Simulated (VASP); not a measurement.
# AlN (P6_3/mmc) in VASP: notebook

AlN is run at these levels: LDA; tasks: single point, relaxation of cell and atoms.

All numbers are computed with VASP 6.6.1; they aren't measurements. Logs are shortened: lines on timing, memory, paths and dates and some standing lists are left out, and cuts for length are marked.

## Step 1: The cell of the first run

Symmetry: P6_3/mmc, No. 194, hexagonal system. Conventional cell: a = 3.112 Å, b = 3.112 Å, c = 4.982 Å, α = 90.00°, β = 90.00°, γ = 120.00°. Within 2.5 Å of Al (site symmetry -6m2) lie 5 N at 1.80 to 2.49 Å. Within 2.5 Å of N (site symmetry -6m2) lie 5 Al at 1.80 to 2.49 Å.

## Step 2: Single point, LDA

Input file INCAR:

```
SYSTEM = AlN
PREC = Accurate ; ENCUT = 600
EDIFF = 1E-6 ; ISMEAR = 0
SIGMA = 0.1 ; LREAL = .False.
LASPH = .True. ; NELM = 120
ALGO = Normal ; ISIF = 2
LWAVE = .False. ; LCHARG = .True.
LELF = .True. ; LVHAR = .True.
NBANDS = 16 ; GGA_COMPAT = .False.
```

Input file KPOINTS:

```
regular mesh
0
Gamma
  6 6 4
  0 0 0
```

Input file POSCAR:

```
AlN
1.0
    3.1120000000      0.0000000000      0.0000000000
   -1.5560000000      2.6950710566      0.0000000000
    0.0000000000      0.0000000000      4.9820000000
Al N
2 2
Direct
    0.3333333333      0.6666666667      0.0000000000
    0.6666666667      0.3333333333      0.5000000000
    0.3333333333      0.6666666667      0.5000000000
    0.6666666667      0.3333333333      1.0000000000
```

Potentials or basis: VASP PAW LDA potentials, release 64 (Al, N).

The run is started by

```console
$ cat potpaw_LDA.64/Al/POTCAR potpaw_LDA.64/N/POTCAR > POTCAR
$ mpirun -np 1 vasp_std > vasp.out
```

OUTCAR:

```text
SYSTEM = AlN
   PREC = Accurate
   ENCUT = 600
   EDIFF = 1E-6
   ISMEAR = 0
   LREAL = .False.
   LASPH = .True.
   NELM = 120
   ISIF = 2

 ion  position               nearest neighbor table
   1  0.333  0.667  0.000-   4 1.80   4 1.80   4 1.80   3 2.49   3 2.49   2 3.07   2 3.07   2 3.07
                             2 3.07   2 3.07   2 3.07
   2  0.667  0.333  0.500-   3 1.80   3 1.80   3 1.80   4 2.49   4 2.49   1 3.07   1 3.07   1 3.07
                             1 3.07   1 3.07   1 3.07
   3  0.333  0.667  0.500-   2 1.80   2 1.80   2 1.80   1 2.49   1 2.49
   4  0.667  0.333  0.000-   1 1.80   1 1.80   1 1.80   2 2.49   2 2.49

  LATTYP: Found a hexagonal cell.
 ALAT       =     3.1120000000
 C/A-ratio  =     1.6008997429

  Lattice vectors:

 A1 = (   3.1120000000,   0.0000000000,   0.0000000000)
 A2 = (  -1.5560000000,   2.6950710566,   0.0000000000)
 A3 = (   0.0000000000,   0.0000000000,   4.9820000000)

Analysis of symmetry for initial positions (statically):
=====================================================================
 Subroutine PRICEL returns:
 Original cell was already a primitive cell.

 Routine SETGRP: Setting up the symmetry group for a
 hexagonal supercell.

 Subroutine GETGRP returns: Found 24 space group operations
 (whereof 12 operations were pure point group operations)
 out of a pool of 24 trial point group operations.

The static configuration has the point symmetry D_3h.
 The point group associated with its full space group is D_6h.

Analysis of symmetry for dynamics (positions and initial velocities):
=====================================================================
 Subroutine PRICEL returns:
 Original cell was already a primitive cell.

 Routine SETGRP: Setting up the symmetry group for a
 hexagonal supercell.

 Subroutine GETGRP returns: Found 24 space group operations
 (whereof 12 operations were pure point group operations)
 out of a pool of 24 trial point group operations.

The dynamic configuration has the point symmetry D_3h.
 The point group associated with its full space group is D_6h.

 Subroutine INISYM returns: Found 24 space group operations
 (whereof 12 operations are pure point group operations),
 and found     1 'primitive' translations

----------------------------------------------------------------------------------------

                                     Primitive cell

  volume of cell :      41.7843

  direct lattice vectors                    reciprocal lattice vectors
[... 91 lines left out ...]
   IBRION =     -1    ionic relax: 0-MD 1-quasi-New 2-CG
   NFREE  =      0    steps in history (QN), initial steepest desc. (CG)
   ISIF   =      2    stress and relaxation
   ISYM   =      2    0-nonsym 1-usesym 2-fastsym
   POTIM  = 0.5000    time-step for ionic-motion
   TEBEG  =    0.0;   TEEND  =   0.0 temperature during run
   PSTRESS=    0.0 pullay stress
   NELECT =      16.0000    total number of electrons
   NUPDOWN=      -1.0000    fix difference up-down
   EMIN   =  10.00;   EMAX   =-10.00  energy-range for DOS
   EFERMI =   0.00;   METHOD = LEGACY
   ISMEAR =     0;   SIGMA  =   0.10  broadening in eV -4-tet -1-fermi 0-gaus
   EFERMI_NEDOS =   21; number of points for ismear=-14 and -15
   IALGO  =     38    algorithm
   IMIX   =      4    mixing-type and parameters
     AMIX     =   0.40;   BMIX     =  1.00
     AMIX_MAG =   1.60;   BMIX_MAG =  1.00
  volume/ion in A,a.u.               =      10.45        70.49
  Fermi-wavevector in a.u.,A,eV,Ry     =   1.188804  2.246514 19.228506  1.413255
  Thomas-Fermi vector in A             =   2.324926
   LORBIT       =      0    0 simple, 1 ext, 2 COOP (PROOUT), +10 PAW based schemes
   GGA     = CA    functional components
   LHFCALC =     F    Hartree Fock is set to
   AEXX    =    0.0000 exact exchange contribution
   IVDW    =     0    specifies the selected vdW correction
   LEPSILON=     F    determine dielectric tensor
   LRPA    =     F    only Hartree local field effects (RPA)
 non-spin polarized calculation
 Gauss-broadening in eV      SIGMA  =   0.10
  energy-cutoff  :      600.00
  volume of cell :       41.78
 maximum number of plane-waves:      1412
 NGX is ok and might be reduce to    28
   NGX = 13   NGY = 13   NGZ = 19

 number of electron      16.0000002 magnetization

 Free energy of the ion-electron system (eV)
  ---------------------------------------------------
  ext. energy  EPLUGINS =         0.00000000
  ---------------------------------------------------
  free energy    TOTEN  =       -31.78336972 eV

  energy without entropy =      -31.78336972  energy(sigma->0) =      -31.78336972

 E-fermi :   7.5273     XC(G=0): -11.2319

 val. band max:        7.0887717846   @ k =   0.0000   0.0000   0.0000
 cond. band min:       9.8306634674   @ k =   0.0000   0.0000   0.0000
 fundamental gap:      2.7418916828
 Fermi energy:         7.5272993430

 k-point     1 :       0.0000    0.0000    0.0000
  band No.  band energies     occupation
      1      -9.1874      2.00000
      2      -7.0514      2.00000
      3       0.2575      2.00000
      4       4.4823      2.00000
      5       4.4823      2.00000
      6       5.1244      2.00000
[... 376 lines left out ...]
      3       0.9704      2.00000
      4       0.9704      2.00000
      5       1.6820      2.00000
      6       1.6820      2.00000
[... 8 lines left out ...]
     15      18.6711      0.00000
     16      18.6711      0.00000

------------------------ aborting loop because EDIFF is reached ----------------------------------------

  FORCE on cell =-STRESS in cart. coord.  units (eV):
  Direction    XX          YY          ZZ          XY          YZ          ZX
  --------------------------------------------------------------------------------------
  -------------------------------------------------------------------------------------
  Total        3.6198808      3.6198808     -3.7965462      0.0000000     -0.0000000      0.0000000
  in kB      138.8005933    138.8005933   -145.5746450      0.0000000     -0.0000000      0.0000000
  external PRESSURE =      44.0088472 kB  Pullay stress =       0.0000000 kB

 VOLUME and BASIS-vectors are now :
 -----------------------------------------------------------------------------
  energy-cutoff  :      600.00
  volume of cell :       41.78
      direct lattice vectors                 reciprocal lattice vectors
     3.112000000  0.000000000  0.000000000     0.321336761  0.185523865  0.000000000
    -1.556000000  2.695071057  0.000000000     0.000000000  0.371047731  0.000000000
     0.000000000  0.000000000  4.982000000     0.000000000  0.000000000  0.200722601

 POSITION                                       TOTAL-FORCE (eV/Angst)
 -----------------------------------------------------------------------------------
     -0.00000      1.79671      0.00000        -0.000000     -0.000000      0.000000
      1.55600      0.89836      2.49100         0.000000     -0.000000      0.000000
     -0.00000      1.79671      2.49100        -0.000000      0.000000      0.000000
      1.55600      0.89836      0.00000         0.000000      0.000000      0.000000
 -----------------------------------------------------------------------------------
    total drift:                               -0.000000      0.000000     -0.000000

  FREE ENERGIE OF THE ION-ELECTRON SYSTEM (eV)
  ---------------------------------------------------
  free  energy   TOTEN  =       -31.7833697161 eV

  energy  without entropy=      -31.7833697161  energy(sigma->0) =      -31.78336972
```

It took 14 s on 1 thread of Intel Xeon 6975P-C (Granite Rapids), shared host; peak memory 0.15 GiB.

What came out:

```yaml
Free_energy: -31.7834 eV
Pressure: 4.4 GPa
Band_gap_on_the_k_mesh: 2.74 eV
```

Caveat: the cell stands under pressure.

## Step 3: Single point, LDA

This run uses another cell than the first one, of 9.53 Å³/atom.

Input file INCAR:

```
ALGO = Normal ; EDIFF = 1E-6
ENCUT = 600 ; GGA = CA
GGA_COMPAT = F ; ISIF = 2
ISMEAR = 0 ; LASPH = T
LCHARG = F ; LREAL = F
LWAVE = F ; NBANDS = 16
NELM = 120 ; PREC = Accurate
SIGMA = 0.02
```

Input file KPOINTS:

```
k-points
0
Gamma
  9 9 6
```

Input file POSCAR:

```
AlN
1.0
    3.2757107509      0.0000000000      0.0000000000
   -1.6378553754      2.8368487257      0.0000000000
    0.0000000000      0.0000000000      4.1004914702
Al N
2 2
Direct
    0.3333333333      0.6666666667      0.0000000000
    0.6666666667      0.3333333333      0.5000000000
    0.3333333333      0.6666666667      0.5000000000
    0.6666666667      0.3333333333      1.0000000000
```

Potentials or basis: VASP PAW LDA potentials, release 64 (Al, N).

The run is started by

```console
$ cat potpaw_LDA.64/Al/POTCAR potpaw_LDA.64/N/POTCAR > POTCAR
$ mpirun -np 1 vasp_std > vasp.out
```

OUTCAR:

```text
EDIFF = 1E-6
   ENCUT = 600
   GGA = CA
   ISIF = 2
   ISMEAR = 0
   LASPH = T
   LREAL = F
   NELM = 120
   PREC = Accurate

 ion  position               nearest neighbor table
   1  0.333  0.667  0.000-   4 1.89   4 1.89   4 1.89   3 2.05   3 2.05   2 2.79   2 2.79   2 2.79
                             2 2.79   2 2.79   2 2.79
   2  0.667  0.333  0.500-   3 1.89   3 1.89   3 1.89   4 2.05   4 2.05   1 2.79   1 2.79   1 2.79
                             1 2.79   1 2.79   1 2.79
   3  0.333  0.667  0.500-   2 1.89   2 1.89   2 1.89   1 2.05   1 2.05
   4  0.667  0.333  0.000-   1 1.89   1 1.89   1 1.89   2 2.05   2 2.05

  LATTYP: Found a hexagonal cell.
 ALAT       =     3.2757107509
 C/A-ratio  =     1.2517867974

  Lattice vectors:

 A1 = (   3.2757107509,   0.0000000000,   0.0000000000)
 A2 = (  -1.6378553754,   2.8368487257,   0.0000000000)
 A3 = (   0.0000000000,   0.0000000000,   4.1004914702)

Analysis of symmetry for initial positions (statically):
=====================================================================
 Subroutine PRICEL returns:
 Original cell was already a primitive cell.

 Routine SETGRP: Setting up the symmetry group for a
 hexagonal supercell.

 Subroutine GETGRP returns: Found 24 space group operations
 (whereof 12 operations were pure point group operations)
 out of a pool of 24 trial point group operations.

The static configuration has the point symmetry D_3h.
 The point group associated with its full space group is D_6h.

Analysis of symmetry for dynamics (positions and initial velocities):
=====================================================================
 Subroutine PRICEL returns:
 Original cell was already a primitive cell.

 Routine SETGRP: Setting up the symmetry group for a
 hexagonal supercell.

 Subroutine GETGRP returns: Found 24 space group operations
 (whereof 12 operations were pure point group operations)
 out of a pool of 24 trial point group operations.

The dynamic configuration has the point symmetry D_3h.
 The point group associated with its full space group is D_6h.

 Subroutine INISYM returns: Found 24 space group operations
 (whereof 12 operations are pure point group operations),
 and found     1 'primitive' translations

----------------------------------------------------------------------------------------

                                     Primitive cell

  volume of cell :      38.1046

  direct lattice vectors                    reciprocal lattice vectors
     3.275710751  0.000000000  0.000000000     0.305277259  0.176251908  0.000000000
    -1.637855375  2.836848726  0.000000000     0.000000000  0.352503816  0.000000000
     0.000000000  0.000000000  4.100491470     0.000000000  0.000000000  0.243873206

  length of vectors
     3.275710751  3.275710751  4.100491470     0.352503816  0.352503816  0.243873206

  position of ions in fractional coordinates (direct lattice)
     0.333333333  0.666666667  0.000000000
     0.666666667  0.333333333  0.500000000
     0.333333333  0.666666667  0.500000000
     0.666666667  0.333333333  0.000000000

  ion indices of the primitive-cell ions
   primitive index   ion index
[... 28 lines left out ...]

 Found     48 irreducible k-points:

 Following reciprocal coordinates:
            Coordinates               Weight
  0.000000  0.000000  0.000000      1.000000
  0.111111  0.000000  0.000000      6.000000
  0.222222  0.000000  0.000000      6.000000
  0.333333  0.000000  0.000000      6.000000
  0.444444  0.000000  0.000000      6.000000
  0.111111  0.111111  0.000000      6.000000
[... 16 lines left out ...]
  0.333333  0.222222  0.166667     24.000000
  0.333333  0.333333  0.166667      4.000000
 [... further k-points ...]
   k-points           NKPTS =     48   k-points in BZ     NKDIM =     48   number of bands    NBANDS=     16
   number of dos      NEDOS =    301   number of ions     NIONS =      4
   total plane-waves  NPLWV =  28224
   dimension x,y,z NGX =    28 NGY =   28 NGZ =   36
   dimension x,y,z NGXF=    56 NGYF=   56 NGZF=   72
   ions per type =               2   2
   NGX,Y,Z   is equivalent  to a cutoff of  14.21, 14.21, 14.60 a.u.
   NGXF,Y,Z  is equivalent  to a cutoff of  28.42, 28.42, 29.19 a.u.
 SYSTEM =  unknown system
   PREC   = accura    normal or accurate (medium, high low for compatibility)
   ISTART =      0    job   : 0-new  1-cont  2-samecut
   ICHARG =      2    charge: 1-file 2-atom 10-const
   ISPIN  =      1    spin polarized calculation?
   LNONCOLLINEAR =      F non collinear calculations
   LSORBIT =      F    spin-orbit coupling
   LASPH  =      T    aspherical Exc in radial PAW
   ENCUT  =  600.0 eV  44.10 Ry    6.64 a.u.   6.54  6.54  8.19*2*pi/ulx,y,z
   NELM   =    120;   NELMIN=  2; NELMDL= -5     # of ELM steps
   EDIFF  = 0.1E-05   stopping-criterion for ELM
   LREAL  =      F    real-space projection
   EDIFFG = 0.1E-04   stopping-criterion for IOM
   NSW    =      0    number of steps for IOM
   IBRION =     -1    ionic relax: 0-MD 1-quasi-New 2-CG
   NFREE  =      0    steps in history (QN), initial steepest desc. (CG)
   ISIF   =      2    stress and relaxation
   ISYM   =      2    0-nonsym 1-usesym 2-fastsym
   POTIM  = 0.5000    time-step for ionic-motion
   TEBEG  =    0.0;   TEEND  =   0.0 temperature during run
   PSTRESS=    0.0 pullay stress
   NELECT =      16.0000    total number of electrons
   NUPDOWN=      -1.0000    fix difference up-down
   EMIN   =  10.00;   EMAX   =-10.00  energy-range for DOS
   EFERMI =   0.00;   METHOD = LEGACY
   ISMEAR =     0;   SIGMA  =   0.02  broadening in eV -4-tet -1-fermi 0-gaus
   EFERMI_NEDOS =   21; number of points for ismear=-14 and -15
   IALGO  =     38    algorithm
   IMIX   =      4    mixing-type and parameters
     AMIX     =   0.40;   BMIX     =  1.00
     AMIX_MAG =   1.60;   BMIX_MAG =  1.00
  volume/ion in A,a.u.               =       9.53        64.29
  Fermi-wavevector in a.u.,A,eV,Ry     =   1.225902  2.316618 20.447308  1.502835
  Thomas-Fermi vector in A             =   2.360922
   LORBIT       =      0    0 simple, 1 ext, 2 COOP (PROOUT), +10 PAW based schemes
   GGA     = CA    functional components
   LHFCALC =     F    Hartree Fock is set to
   AEXX    =    0.0000 exact exchange contribution
   IVDW    =     0    specifies the selected vdW correction
   LEPSILON=     F    determine dielectric tensor
   LRPA    =     F    only Hartree local field effects (RPA)
 non-spin polarized calculation
 Gauss-broadening in eV      SIGMA  =   0.02
  energy-cutoff  :      600.00
  volume of cell :       38.10
 maximum number of plane-waves:      1295
 NGX is ok and might be reduce to    28
   NGX = 13   NGY = 13   NGZ = 17

 number of electron      16.0000002 magnetization

 Free energy of the ion-electron system (eV)
  ---------------------------------------------------
  ext. energy  EPLUGINS =         0.00000000
  ---------------------------------------------------
  free energy    TOTEN  =       -32.48404505 eV

  energy without entropy =      -32.48404505  energy(sigma->0) =      -32.48404505

 E-fermi :   8.3193     XC(G=0): -11.6780

 val. band max:        8.1381997694   @ k =   0.0000   0.0000   0.0000
 cond. band min:      11.7674047703   @ k =   0.0000   0.0000   0.0000
 fundamental gap:      3.6292050009
 Fermi energy:         8.3192898914

 k-point     1 :       0.0000    0.0000    0.0000
  band No.  band energies     occupation
      1      -8.7977      2.00000
      2      -4.7953      2.00000
      3       1.0278      2.00000
      4       4.7457      2.00000
      5       4.7457      2.00000
      6       6.5060      2.00000
[... 433 lines left out ...]
      3       1.3473      2.00000
      4       2.4564      2.00000
      5       2.4564      2.00000
      6       5.0819      2.00000
[... 8 lines left out ...]
     15      19.4679      0.00000
     16      21.5120      0.00000

 [... further k-points ...]

------------------------ aborting loop because EDIFF is reached ----------------------------------------

  FORCE on cell =-STRESS in cart. coord.  units (eV):
  Direction    XX          YY          ZZ          XY          YZ          ZX
  --------------------------------------------------------------------------------------
  -------------------------------------------------------------------------------------
  Total        0.1463814      0.1463814      0.0915002      0.0000000      0.0000000     -0.0000000
  in kB        6.1548705      6.1548705      3.8472892      0.0000000      0.0000000     -0.0000000
  external PRESSURE =       5.3856767 kB  Pullay stress =       0.0000000 kB

 VOLUME and BASIS-vectors are now :
 -----------------------------------------------------------------------------
  energy-cutoff  :      600.00
  volume of cell :       38.10
      direct lattice vectors                 reciprocal lattice vectors
     3.275710751  0.000000000  0.000000000     0.305277259  0.176251908  0.000000000
    -1.637855375  2.836848726  0.000000000     0.000000000  0.352503816  0.000000000
     0.000000000  0.000000000  4.100491470     0.000000000  0.000000000  0.243873206

 POSITION                                       TOTAL-FORCE (eV/Angst)
 -----------------------------------------------------------------------------------
     -0.00000      1.89123      0.00000         0.000000      0.000000      0.000000
      1.63786      0.94562      2.05025        -0.000000     -0.000000      0.000000
     -0.00000      1.89123      2.05025        -0.000000      0.000000      0.000000
      1.63786      0.94562      0.00000         0.000000      0.000000      0.000000
 -----------------------------------------------------------------------------------
    total drift:                               -0.000000      0.000000     -0.000000

  FREE ENERGIE OF THE ION-ELECTRON SYSTEM (eV)
  ---------------------------------------------------
  free  energy   TOTEN  =       -32.4840450500 eV

  energy  without entropy=      -32.4840450500  energy(sigma->0) =      -32.48404505
```

stdout:

```text
POSCAR found type information on POSCAR AlN
 POSCAR found :  2 types and       4 ions
 scaLAPACK will be used
 LDA part: xc-table for (Slater(with rela. corr.)+CA(PZ))
 , standard interpolation
 POSCAR, INCAR and KPOINTS ok, starting setup
 FFT: planning ... GRIDC
 FFT: planning ... GRID_SOFT
 FFT: planning ... GRID
 WAVECAR not read
 entering main loop
```

It took 32 s on 1 thread of Intel Xeon 6975P-C (Granite Rapids), shared host; peak memory 0.16 GiB.

What came out:

```
Free energy            : -32.4840 eV
Pressure               : 0.5 GPa
Band gap on the k mesh : 3.63 eV
```

Stress tensor (GPa, compression positive):
```
0.62 0.00 0.00
0.00 0.62 0.00
0.00 0.00 0.38
```

Caveat: an odd mesh through Γ misses points on the zone boundary, where band edges can lie.

(Part 1 of 2 ends here.)
